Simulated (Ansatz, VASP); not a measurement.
# Re: VASP beside Ansatz

INCAR

```
  PREC = Accurate
  ENCUT = 520
  EDIFF = 1E-7
  ISMEAR = 0
  SIGMA = 0.15
  LREAL = F
  LASPH = T
  NELM = 60
  ALGO = Fast
  ISIF = 2
  LWAVE = F
  LCHARG = T
  GGA = PE
  LELF = T
  LVHAR = T
  NBANDS = 10
```

Contents of KPOINTS:

```
regular mesh
0
Gamma
  10 10 10
```

File POSCAR:

```
Re
1.0
    0.0000000000      2.1298463839      1.7334819718
    2.1298463839      0.0000000000      1.7334819718
    2.1298463839      2.1298463839      0.0000000000
Re
1
Direct
    0.0000000000      0.0000000000      0.0000000000
```

Input for Ansatz:

```yaml
crystal:
  lattice:
    - [0.0, 2.1298463839, 1.7334819718]
    - [2.1298463839, 0.0, 1.7334819718]
    - [2.1298463839, 2.1298463839, 0.0]
  atoms:
    - { symbol: Re, position: [0.0, 0.0, 0.0] }
basis:
  ecutwfc: 420
kpoints:
  mp_grid: { grid: [10, 10, 10] }
hamiltonian:
  xc: pbe
scf:
  occupations: { method: gaussian, width: 0.15 }
output:
  forces: true
  stress: true
  eigenvalues: true
```

Alike in both runs: task single point; functional PBE; k mesh 10 × 10 × 10; occupations gaussian, width 0.15 eV; no spin polarisation.

```csv
,VASP,Ansatz
version,VASP 6.6.1,Ansatz 0.2.0
potentials or method,"VASP PAW PBE potentials, release 64 (Re), cutoff 520 eV","scalar-relativistic, plane waves, PAW"
valence electrons in the cell,7,15
```

```tsv
	VASP	Ansatz	Ansatz less VASP
gap on the k mesh at the Fermi level (eV)	none	none	-
pressure (GPa)	-13.5	-12.7	+0.76
traceless stress, the component that is largest in VASP (GPa)	10.46	10.04	-0.412
```

A gap of «none» marks a metal or a gap that the smearing closes. VASP's potentials hold 7 valence electrons a cell and Ansatz's 15, so a difference there can come from the potentials and not from the codes.

Neither program's run includes spin-orbit coupling.
